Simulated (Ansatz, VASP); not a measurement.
Au2Br in VASP and in Ansatz

```
Au Br
1.0
     4.42065    0.00000    0.00000
     0.00000    4.42065    0.00000
     0.00000    0.00000    3.12587
Au Br
2 1
Direct
  0.00000 0.50000 0.00000
  0.50000 0.00000 0.00000
  0.50000 0.50000 0.50000
```

Change from the starting cell: ordered vacancies on the anion sites of caesium chloride (P4/mmm, No. 123).

Alike in both runs: task single point; functional PBE; k mesh 4 × 4 × 6; occupations gaussian, width 0.1 eV; no spin polarisation.

|  | VASP | Ansatz |
| --- | --- | --- |
| version | VASP 6.6.1 | Ansatz 0.2.0 |
| potentials or method | VASP PAW PBE potentials, release 64 (Au, Br), cutoff 520 eV | scalar-relativistic, plane waves, PAW |
| valence electrons in the cell | 29 | 45 |

```csv
,VASP,Ansatz,Ansatz less VASP
gap on the k mesh at the Fermi level (eV),none,none,-
pressure (GPa),16.2,16.3,+0.11
"traceless stress, the component that is largest in VASP (GPa)",10.56,10.57,+0.013
```

A gap of «none» marks a metal or a gap that the smearing closes. VASP's potentials hold 29 valence electrons a cell and Ansatz's 45, so a difference there can come from the potentials and not from the codes.

Neither program's run includes spin-orbit coupling.
